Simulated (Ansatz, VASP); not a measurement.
# Al2B2As in VASP and in Ansatz

```
Al B As
1.0
     3.16965    0.00000    0.00000
    -1.58482    2.74499    0.00000
     0.00000    0.00000    8.17403
Al B As
2 2 1
Direct
  0.33333 0.66667 0.66113
  0.33333 0.66667 0.33887
  0.66667 0.33333 0.17221
  0.66667 0.33333 0.82779
  0.33333 0.66667 0.00000
```

Alike in both runs: task relaxation of cell and atoms; functional PBE; k mesh 12 × 12 × 6; occupations gaussian, width 0.1 eV; no spin polarisation.

|  | VASP | Ansatz |
| --- | --- | --- |
| version | VASP 6.6.1 | Ansatz 0.2.0 |
| potentials or method | VASP PAW PBE potentials, release 64 (Al, B, As), cutoff 600 eV | scalar-relativistic, plane waves, PAW |
| valence electrons in the cell | 17 | 27 |

Ansatz gave:

| Quantity | Value |
| --- | --- |
| gap on the k mesh at the Fermi level, each at its own relaxed structure (eV) | none |
| relaxed volume (Å³/atom) | 14.39 |
| relaxed cell length with the largest relative difference (Å) | 3.229 |

Problem. What did VASP give for the same quantities?

Solution. gap on the k mesh at the Fermi level, each at its own relaxed structure (eV): none; relaxed volume (Å³/atom): 14.41; relaxed cell length with the largest relative difference (Å): 3.232.

A gap of «none» marks a metal or a gap that the smearing closes. VASP's potentials hold 17 valence electrons a cell and Ansatz's 27, so a difference there can come from the potentials and not from the codes.
